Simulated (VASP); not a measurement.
# HfN (Immm) in VASP: a series of runs

The runs below take HfN through single point, with PBE.

All numbers are computed with VASP 6.6.1; they aren't measurements. Logs are shortened: lines on timing, memory, paths and dates and some standing lists are left out, and cuts for length are marked.

### 1 The cell of the first run

The structure is orthorhombic, space group Immm (No. 71). Conventional cell: a = 3.159 Å, b = 3.231 Å, c = 4.518 Å, α = 90.00°, β = 90.00°, γ = 90.00°. Hf (site symmetry mmm) has 6 N at 2.26 Å within 3.0 Å. Within 3.0 Å of N (site symmetry mmm) lie 6 Hf at 2.26 Å.

### 2 Single point, PBE (strain +0.0225 x Voigt [0, 0, 0, 1, 0, 0])

Input file INCAR:

```
SYSTEM = HfN
ALGO     = Normal         ! electronic algorithm
EDIFF    = 1E-6           ! SCF threshold, eV
ENCUT    = 520            ! plane-wave cutoff, eV
GGA      = PE             ! functional
ISIF     = 2              ! what is computed and relaxed
ISMEAR   = 0              ! smearing method
LASPH    = .True.         ! aspherical terms in the spheres
LCHARG   = .True.         ! write CHGCAR
LELF     = .True.         ! ELF
LREAL    = .False.        ! projectors in reciprocal space
LVHAR    = .True.       
LWAVE    = .False.        ! write WAVECAR
NBANDS   = 14             ! bands
NELM     = 60             ! most SCF steps
PREC     = Accurate       ! precision mode
SIGMA    = 0.15           ! smearing width, eV
```

Input file KPOINTS:

```
k-points
0
Gamma
  18 18 18
  0 0 0
```

Input file POSCAR:

```
HfN
1.0
    0.0000000000      2.2844137500      2.2844137500
    2.2590000000      0.0254137500      2.2590000000
    2.2590000000      2.2590000000      0.0254137500
Hf N
1 1
Direct
    0.0000000000      0.0000000000      0.0000000000
    0.5000000000      0.5000000000      0.5000000000
```

Potentials or basis: VASP PAW PBE potentials, release 64 (Hf_pv, N).

Command:

```bash
cat potpaw_PBE.64/Hf_pv/POTCAR potpaw_PBE.64/N/POTCAR > POTCAR
mpirun -np 1 vasp_std > vasp.out
```

OUTCAR:

```text
SYSTEM = HfN
   EDIFF = 1E-6
   ENCUT = 520
   GGA = PE
   ISIF = 2
   ISMEAR = 0
   LASPH = .True.
   LREAL = .False.
   NELM = 60
   PREC = Accurate

 ion  position               nearest neighbor table
   1  0.000  0.000  0.000-   2 2.26   2 2.26   2 2.26   2 2.26   2 2.26   2 2.26
   2  0.500  0.500  0.500-   1 2.26   1 2.26   1 2.26   1 2.26   1 2.26   1 2.26

  LATTYP: Found a body centered orthorhombic cell.
 ALAT       =     3.1587679675
 B/A-ratio  =     1.0227560051
 C/A-ratio  =     1.4303044879

  Lattice vectors:

 A1 = (  -2.2590000000,   2.2590000000,   0.0254137500)
 A2 = (  -2.2590000000,  -2.2590000000,  -0.0254137500)
 A3 = (   2.2590000000,   0.0254137500,   2.2590000000)

Analysis of symmetry for initial positions (statically):
=====================================================================
 Subroutine PRICEL returns:
 Original cell was already a primitive cell.

 Routine SETGRP: Setting up the symmetry group for a
 body centered orthorhombic supercell.

 Subroutine GETGRP returns: Found  8 space group operations
 (whereof  8 operations were pure point group operations)
 out of a pool of  8 trial point group operations.

The static configuration has the point symmetry D_2h.

Analysis of symmetry for dynamics (positions and initial velocities):
=====================================================================
 Subroutine PRICEL returns:
 Original cell was already a primitive cell.

 Routine SETGRP: Setting up the symmetry group for a
 body centered orthorhombic supercell.

 Subroutine GETGRP returns: Found  8 space group operations
 (whereof  8 operations were pure point group operations)
 out of a pool of  8 trial point group operations.

The dynamic configuration has the point symmetry D_2h.

 Subroutine INISYM returns: Found  8 space group operations
 (whereof  8 operations are pure point group operations),
 and found     1 'primitive' translations

----------------------------------------------------------------------------------------

                                     Primitive cell

  volume of cell :      23.0528

  direct lattice vectors                    reciprocal lattice vectors
     0.000000000  2.284413750  2.284413750    -0.221336875  0.218874536  0.218874536
     2.259000000  0.025413750  2.259000000     0.221336875 -0.223855246  0.223855246
     2.259000000  2.259000000  0.025413750     0.221336875  0.223855246 -0.223855246

  length of vectors
     3.230648907  3.194809518  3.194809518     0.380528760  0.386280150  0.386280150

  position of ions in fractional coordinates (direct lattice)
     0.000000000  0.000000000  0.000000000
     0.500000000  0.500000000  0.500000000

  ion indices of the primitive-cell ions
   primitive index   ion index
                 1           1
                 2           2

----------------------------------------------------------------------------------------

 KPOINTS: k-points

Automatic generation of k-mesh.
 Grid dimensions read from file:
 generate k-points for:   18   18   18

 Generating k-lattice:

  Cartesian coordinates                     Fractional coordinates (reciprocal lattice)
    -0.012296493  0.012159696  0.012159696     0.055555556  0.000000000  0.000000000
     0.012296493 -0.012436403  0.012436403     0.000000000  0.055555556 -0.000000000
     0.012296493  0.012436403 -0.012436403     0.000000000 -0.000000000  0.055555556

  Length of vectors
     0.021140487  0.021460008  0.021460008

  Shift w.r.t. Gamma in fractional coordinates (k-lattice)
     0.000000000  0.000000000  0.000000000

 Subroutine IBZKPT returns following result:
 ===========================================

 Found    865 irreducible k-points:

 Following reciprocal coordinates:
            Coordinates               Weight
  0.000000  0.000000  0.000000      1.000000
  0.055556  0.000000  0.000000      4.000000
  0.111111  0.000000  0.000000      4.000000
  0.166667  0.000000 -0.000000      4.000000
  0.222222  0.000000  0.000000      4.000000
  0.277778  0.000000  0.000000      4.000000
[... 16 lines left out ...]
 -0.333333  0.055556 -0.000000      8.000000
 -0.277778  0.055556 -0.000000      8.000000
 [... further k-points ...]
   k-points           NKPTS =    865   k-points in BZ     NKDIM =    865   number of bands    NBANDS=     14
   number of dos      NEDOS =    301   number of ions     NIONS =      2
   total plane-waves  NPLWV =  13824
   dimension x,y,z NGX =    24 NGY =   24 NGZ =   24
   dimension x,y,z NGXF=    48 NGYF=   48 NGZF=   48
   ions per type =               1   1
   NGX,Y,Z   is equivalent  to a cutoff of  12.35, 12.49, 12.49 a.u.
   NGXF,Y,Z  is equivalent  to a cutoff of  24.70, 24.98, 24.98 a.u.
 SYSTEM =  HfN
   PREC   = accura    normal or accurate (medium, high low for compatibility)
   ISTART =      0    job   : 0-new  1-cont  2-samecut
   ICHARG =      2    charge: 1-file 2-atom 10-const
   ISPIN  =      1    spin polarized calculation?
   LNONCOLLINEAR =      F non collinear calculations
   LSORBIT =      F    spin-orbit coupling
   LASPH  =      T    aspherical Exc in radial PAW
   ENCUT  =  520.0 eV  38.22 Ry    6.18 a.u.   6.01  5.94  5.94*2*pi/ulx,y,z
   NELM   =     60;   NELMIN=  2; NELMDL= -5     # of ELM steps
   EDIFF  = 0.1E-05   stopping-criterion for ELM
   LREAL  =      F    real-space projection
   EDIFFG = 0.1E-04   stopping-criterion for IOM
   NSW    =      0    number of steps for IOM
   IBRION =     -1    ionic relax: 0-MD 1-quasi-New 2-CG
   NFREE  =      0    steps in history (QN), initial steepest desc. (CG)
   ISIF   =      2    stress and relaxation
   ISYM   =      2    0-nonsym 1-usesym 2-fastsym
   POTIM  = 0.5000    time-step for ionic-motion
   TEBEG  =    0.0;   TEEND  =   0.0 temperature during run
   PSTRESS=    0.0 pullay stress
   NELECT =      15.0000    total number of electrons
   NUPDOWN=      -1.0000    fix difference up-down
   EMIN   =  10.00;   EMAX   =-10.00  energy-range for DOS
   EFERMI =   0.00;   METHOD = LEGACY
   ISMEAR =     0;   SIGMA  =   0.15  broadening in eV -4-tet -1-fermi 0-gaus
   EFERMI_NEDOS =   21; number of points for ismear=-14 and -15
   IALGO  =     38    algorithm
   IMIX   =      4    mixing-type and parameters
     AMIX     =   0.40;   BMIX     =  1.00
     AMIX_MAG =   1.60;   BMIX_MAG =  1.00
  volume/ion in A,a.u.               =      11.53        77.78
  Fermi-wavevector in a.u.,A,eV,Ry     =   1.418613  2.680790 27.381229  2.012464
  Thomas-Fermi vector in A             =   2.539720
   LORBIT       =      0    0 simple, 1 ext, 2 COOP (PROOUT), +10 PAW based schemes
   GGA     = PE    functional components
   LHFCALC =     F    Hartree Fock is set to
   AEXX    =    0.0000 exact exchange contribution
   IVDW    =     0    specifies the selected vdW correction
   LEPSILON=     F    determine dielectric tensor
   LRPA    =     F    only Hartree local field effects (RPA)
 non-spin polarized calculation
 Gauss-broadening in eV      SIGMA  =   0.15
  energy-cutoff  :      520.00
  volume of cell :       23.05
 maximum number of plane-waves:       632
   NGX = 13   NGY = 11   NGZ = 11

 number of electron      15.0000000 magnetization

 Free energy of the ion-electron system (eV)
  ---------------------------------------------------
  ext. energy  EPLUGINS =         0.00000000
  ---------------------------------------------------
  free energy    TOTEN  =       -21.75314095 eV

  energy without entropy =      -21.74589586  energy(sigma->0) =      -21.74951840

 E-fermi :   8.3787     XC(G=0): -12.7332

 val. band max:        8.3725871212   @ k =   0.2222  -0.1111   0.0556
 cond. band min:       8.3791274817   @ k =  -0.2778   0.1667   0.1667
 fundamental gap:      0.0065403605
 Fermi energy:         8.3786962635

 k-point     1 :       0.0000    0.0000    0.0000
  band No.  band energies     occupation
      1     -22.7797      2.00000
      2     -22.7674      2.00000
      3     -22.7520      2.00000
      4      -9.1246      2.00000
      5       5.3008      2.00000
      6       5.3566      2.00000
      7       5.4210      2.00000
      8       7.8657      2.00000
      9       8.0151      1.99939
     10       8.2184      1.86919
     11      10.2011      0.00000
     12      10.3622      0.00000
     13      10.3627      0.00000
     14      17.9560      0.00000

 k-point     2 :       0.0556    0.0000    0.0000
  band No.  band energies     occupation
      1     -22.8077      2.00000
      2     -22.7730      2.00000
      3     -22.7547      2.00000
      4      -9.0536      2.00000
      5       4.9813      2.00000
      6       5.1512      2.00000
      7       5.2390      2.00000
      8       7.9816      1.99982
      9       8.1316      1.98018
     10       8.3229      1.40103
     11      10.4220      0.00000
     12      10.5992      0.00000
     13      10.5999      0.00000
     14      18.1882      0.00000

 k-point     3 :       0.1111    0.0000    0.0000
  band No.  band energies     occupation
      1     -22.8959      2.00000
      2     -22.7801      2.00000
      3     -22.7624      2.00000
      4      -8.8478      2.00000
      5       4.2117      2.00000
      6       4.6910      2.00000
      7       4.7964      2.00000
      8       8.2198      1.86593
      9       8.3998      0.84258
     10       8.6033      0.03418
     11      11.0114      0.00000
     12      11.2361      0.00000
     13      11.2369      0.00000
     14      18.8461      0.00000
[... 324 lines left out ...]
 k-point    23 :      -0.3333    0.0556   -0.0000
  band No.  band energies     occupation
      1     -23.5349      2.00000
      2     -22.8563      2.00000
      3     -22.8205      2.00000
      4      -7.0747      2.00000
      5       0.4691      2.00000
      6       2.5442      2.00000
      7       2.8716      2.00000
      8       9.7700      0.00000
      9      10.6029      0.00000
     10      11.5905      0.00000
     11      13.6497      0.00000
     12      15.1829      0.00000
     13      16.0603      0.00000
     14      20.5045      0.00000

 k-point    24 :      -0.2778    0.0556   -0.0000
  band No.  band energies     occupation
      1     -23.3998      2.00000
      2     -22.8450      2.00000
      3     -22.8057      2.00000
      4      -7.4996      2.00000
      5       1.1617      2.00000
      6       2.8604      2.00000
      7       3.2523      2.00000
      8       9.2289      0.00000
      9       9.9236      0.00000
     10      10.9549      0.00000
     11      13.1376      0.00000
     12      14.3914      0.00000
     13      15.1296      0.00000
     14      20.5824      0.00000

 [... further k-points ...]

------------------------ aborting loop because EDIFF is reached ----------------------------------------

  FORCE on cell =-STRESS in cart. coord.  units (eV):
  Direction    XX          YY          ZZ          XY          YZ          ZX
  --------------------------------------------------------------------------------------
  -------------------------------------------------------------------------------------
  Total        0.4354726      0.4478327      0.4478327      0.0000000     -0.3914072      0.0000000
  in kB       30.2654906     31.1245196     31.1245196      0.0000000    -27.2029296      0.0000000
  external PRESSURE =      30.8381766 kB  Pullay stress =       0.0000000 kB

 VOLUME and BASIS-vectors are now :
 -----------------------------------------------------------------------------
  energy-cutoff  :      520.00
  volume of cell :       23.05
      direct lattice vectors                 reciprocal lattice vectors
     0.000000000  2.284413750  2.284413750    -0.221336875  0.218874536  0.218874536
     2.259000000  0.025413750  2.259000000     0.221336875 -0.223855246  0.223855246
     2.259000000  2.259000000  0.025413750     0.221336875  0.223855246 -0.223855246

 POSITION                                       TOTAL-FORCE (eV/Angst)
 -----------------------------------------------------------------------------------
      0.00000      0.00000      0.00000         0.000000     -0.000000      0.000000
      2.25900      2.28441      2.28441         0.000000      0.000000     -0.000000
 -----------------------------------------------------------------------------------
    total drift:                                0.000000     -0.000000     -0.000000

  FREE ENERGIE OF THE ION-ELECTRON SYSTEM (eV)
  ---------------------------------------------------
  free  energy   TOTEN  =       -21.7531409484 eV

  energy  without entropy=      -21.7458958599  energy(sigma->0) =      -21.74951840
```

It took 3.6 min on 1 thread of Intel Xeon Platinum 8375C at 2.90GHz (Ice Lake), shared host; peak memory 0.39 GiB.

What came out:

* Free energy: -21.7531 eV
* Pressure: 3.1 GPa
* Band gap on the k mesh: zero (an odd number of electrons rules out a gap without spin polarisation)

Stress tensor (GPa, compression positive):
```
 3.03  0.00  0.00
 0.00  3.11 -2.72
 0.00 -2.72  3.11
```

Levels at points of the mesh, in eV from the Fermi level:
```
           k point  band 5  band 6  band 7  band 8  band 9  band 10  band 11  band 12
(0.00, 0.00, 0.00)   -3.08   -3.02   -2.96   -0.51   -0.36    -0.16     1.82     1.98
(0.50, 0.00, 0.00)   -8.89   -6.19   -6.03    3.13    3.62     3.78     4.47     8.76
(0.00, 0.50, 0.00)   -8.87   -6.32   -6.16    3.26    3.65     3.98     4.41     8.87
(0.50, 0.50, 0.00)   -5.41   -3.80   -3.69   -3.69    4.09     5.44     5.53     5.68
(0.00, 0.50, 0.50)   -5.41   -3.80   -3.77   -3.60    4.11     5.53     5.54     5.60
```

Caveat: the cell differs from its parent crystal (strain +0.0225 x Voigt [0, 0, 0, 1, 0, 0]); the cell stands under pressure; spin-orbit coupling is left out, which moves the levels of the heavy elements.

### 3 Single point, PBE (strain +0.0075 x Voigt [0, 0, 0, 1, 0, 0])

Input file INCAR:

```
SYSTEM = HfN
  PREC = Accurate
  ENCUT = 520
  EDIFF = 1E-6
  ISMEAR = 0
  SIGMA = 0.15
  LREAL = .FALSE.
  LASPH = .TRUE.
  NELM = 100
  ALGO = Normal
  ISIF = 2
  LWAVE = .FALSE.
  LCHARG = .FALSE.
  GGA = PE
  NBANDS = 14
```

Input file KPOINTS:

```
regular mesh
0
G
  18 18 18
  0 0 0
```

Input file POSCAR:

```
HfN
1.0
    0.0000000000      2.2674712500      2.2674712500
    2.2590000000      0.0084712500      2.2590000000
    2.2590000000      2.2590000000      0.0084712500
Hf N
1 1
Direct
    0.0000000000      0.0000000000      0.0000000000
    0.5000000000      0.5000000000      0.5000000000
```

Potentials or basis: VASP PAW PBE potentials, release 64 (Hf_pv, N).

Command:

```bash
cat potpaw_PBE.64/Hf_pv/POTCAR potpaw_PBE.64/N/POTCAR > POTCAR
mpirun -np 1 vasp_std > vasp.out
```

Run time: 2.3 min. Hardware: 1 thread of Intel Xeon Platinum 8375C at 2.90GHz (Ice Lake), shared host; peak memory 0.39 GiB.

Results (log left out):

| Property | Result |
| --- | --- |
| Free energy | -21.7571 eV |
| Pressure | 3.0 GPa |
| Band gap on the k mesh | zero (an odd number of electrons rules out a gap without spin polarisation) |

Stress tensor (GPa, compression positive):
```
 3.04  0.00  0.00
 0.00  3.05 -0.90
 0.00 -0.90  3.05
```

Levels at points of the mesh, in eV from the Fermi level:
```tsv
k point	band 5	band 6	band 7	band 8	band 9	band 10	band 11	band 12
(0.00, 0.00, 0.00)	-3.04	-3.02	-3.00	-0.40	-0.34	-0.28	1.80	1.97
(0.50, 0.00, 0.00)	-8.89	-6.18	-6.13	3.26	3.65	3.73	4.44	8.81
(0.00, 0.50, 0.00)	-8.88	-6.23	-6.17	3.29	3.69	3.79	4.42	8.85
(0.50, 0.50, 0.00)	-5.41	-3.80	-3.69	-3.69	4.10	5.51	5.53	5.61
(0.00, 0.50, 0.50)	-5.41	-3.80	-3.72	-3.66	4.11	5.53	5.53	5.60
```

Caveat: the cell differs from its parent crystal (strain +0.0075 x Voigt [0, 0, 0, 1, 0, 0]); the cell stands under pressure; spin-orbit coupling is left out, which moves the levels of the heavy elements.
